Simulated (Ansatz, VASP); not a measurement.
SnSe: VASP beside Ansatz

INCAR

```
  PREC = Accurate
  ENCUT = 520
  EDIFF = 1E-6
  ISMEAR = -1
  SIGMA = 0.02
  LREAL = F
  LASPH = T
  NELM = 60
  ALGO = Normal
  ISIF = 2
  LWAVE = F
  LCHARG = T
  LELF = T
  LVHAR = T
  NBANDS = 17
```

File KPOINTS:

```
Automatic mesh
0
Gamma
  9 9 9
```

Contents of POSCAR:

```
SnSe
1.0
    0.0000000000      3.0496098055      3.0496098055
    3.0496098055      0.0000000000      3.0496098055
    3.0496098055      3.0496098055      0.0000000000
Sn Se
1 1
Direct
    0.0000000000      0.0000000000      0.0000000000
    0.5000000000      0.5000000000      0.5000000000
```

Input for Ansatz:

```yaml
crystal:
  lattice:
    - [0.0, 3.0496098055, 3.0496098055]
    - [3.0496098055, 0.0, 3.0496098055]
    - [3.0496098055, 3.0496098055, 0.0]
  atoms:
    - { symbol: Sn, position: [0.0, 0.0, 0.0] }
    - { symbol: Se, position: [0.5, 0.5, 0.5] }
kpoints:
  mp_grid: { grid: [9, 9, 9] }
scf:
  occupations: { method: fermi_dirac, width: 0.02 }
hamiltonian:
  xc: lda
  pseudopotentials: { kind: all_electron, lapw: { basis_error: 0.00025 } }
output:
  forces: true
  stress: true
  eigenvalues: true
```

Change from the starting cell: volume scaled by 1.04.

Alike in both runs: task single point; functional LDA; k mesh 9 × 9 × 9; occupations fermi-dirac, width 0.02 eV; no spin polarisation.

|  | VASP | Ansatz |
| --- | --- | --- |
| version | VASP 6.6.1 | Ansatz 0.2.0 |
| potentials or method | VASP PAW LDA potentials, release 64 (Sn_d, Se), cutoff 520 eV | all-electron LAPW, scalar-relativistic |

|  | VASP | Ansatz | Ansatz less VASP |
| --- | --- | --- | --- |
| pressure (GPa) | -4.8 | -4.9 | -0.07 |

LDA's correlation is that of Perdew and Zunger in VASP and of Perdew and Wang (1992) in Ansatz. Ansatz ran all-electron here, and VASP with PAW potentials.
